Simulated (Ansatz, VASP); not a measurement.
## KBr in VASP and in Ansatz

The input POSCAR:

```
KBr
1.0
    3.9762553130      0.0000000000      0.0000000000
    0.0000000000      3.9762553130      0.0000000000
    0.0000000000      0.0000000000      3.9762553130
K Br
1 1
Direct
    0.0000000000      0.0000000000      0.0000000000
    0.5000000000      0.5000000000      0.5000000000
```

File INCAR.step1:

```
SYSTEM = KBr
ALGO = Normal
EDIFF = 1E-5
ENCUT = 520
GGA = PE
ISIF = 2
ISMEAR = 0
LASPH = .True.
LCHARG = .False.
LREAL = .False.
LWAVE = .True.
NBANDS = 15
NELM = 60
PREC = Accurate
SIGMA = 0.01
```

File INCAR.step2:

```
SYSTEM = KBr
AEXX = 0.25
ALGO = Normal
EDIFF = 1E-7
ENCUT = 520
GGA = PE
ISIF = 2
ISMEAR = 0
ISTART = 1
LASPH = .True.
LCHARG = .False.
LHFCALC = .True.
LREAL = .False.
LWAVE = .False.
NBANDS = 15
NELM = 60
PREC = Accurate
PRECFOCK = Normal
SIGMA = 0.01
```

The input KPOINTS:

```
k-points
0
Gamma
  4 4 4
  0 0 0
```

Input for Ansatz:

```yaml
crystal:
  lattice:
    - [3.976255313, 0.0, 0.0]
    - [0.0, 3.976255313, 0.0]
    - [0.0, 0.0, 3.976255313]
  atoms:
    - { symbol: K, position: [0.0, 0.0, 0.0] }
    - { symbol: Br, position: [0.5, 0.5, 0.5] }
kpoints:
  mp_grid: { grid: [4, 4, 4] }
hamiltonian:
  xc: pbe0
scf:
  occupations: { method: fixed }
  n_extra_bands: 4
output:
  forces: true
  stress: true
  eigenvalues: true
```

Alike in both runs: task single point; functional PBE0; k mesh 4 × 4 × 4; no spin polarisation.

```csv
,VASP,Ansatz
version,VASP 6.6.1,Ansatz 0.2.0
potentials or method,"VASP PAW PBE potentials, release 64 (K_sv, Br)",plane waves
plane-wave cutoff (eV),520,420
occupations,"gaussian, width 0.01 eV",fixed
valence electrons in the cell,16,16
```

Ansatz gave:

| Item | Value |
| --- | --- |
| gap on the k mesh at the Fermi level (eV) | 5.90 |
| pressure (GPa) | 0.4 |

**Question.** Estimate VASP's values.

**Answer.** gap on the k mesh at the Fermi level (eV): 5.91; pressure (GPa): 0.4.

Ansatz's warnings: stress exchange threshold loose, stress scf threshold loose.
